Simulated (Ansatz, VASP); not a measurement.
## GdTiH3 in VASP and in Ansatz

```xyz
5
Lattice="3.6993 0.0000 0.0000 0.0000 3.6993 0.0000 0.0000 0.0000 3.6993" Properties=species:S:1:pos:R:3 pbc="T T T"
Ti    0.0000    0.0000    0.0000
H     1.8497    0.0000    0.0000
H     0.0000    1.8497    0.0000
H     0.0000    0.0000    1.8497
Gd    1.8497    1.8497    1.8497
```

Alike in both runs: task single point; functional PBE; k mesh 6 × 6 × 6; collinear spin; Hubbard terms Gd f U = 6.44 eV.

```csv
,VASP,Ansatz
version,VASP 6.6.1,Ansatz 0.2.0
potentials or method,"VASP PAW PBE potentials, release 64 (Ti_sv, H, Gd), cutoff 520 eV",PAW plane waves
occupations,"fermi-dirac, width 0.1 eV",fermi-dirac
valence electrons in the cell,33,33
```

Ansatz gave:

| Quantity | Value |
| --- | --- |
| pressure (GPa) | 6.4 |
| net moment per atom (μB) | 1.51 |
| size of the moment on the site where the two differ most (μB) | 7.07 |

**Question.** Estimate VASP's values.

**Answer.** Pressure (GPa): 6.5; net moment per atom (μB): 1.50; size of the moment on the site where the two differ most (μB): 6.99.

Site moments also hang on the region over which each program counts them. The programs project onto different local orbitals, so the same U acts differently, and such runs can settle in different states. Ansatz's warnings: filled band counts differ across k points, stability check not made.

Neither program's run includes spin-orbit coupling.
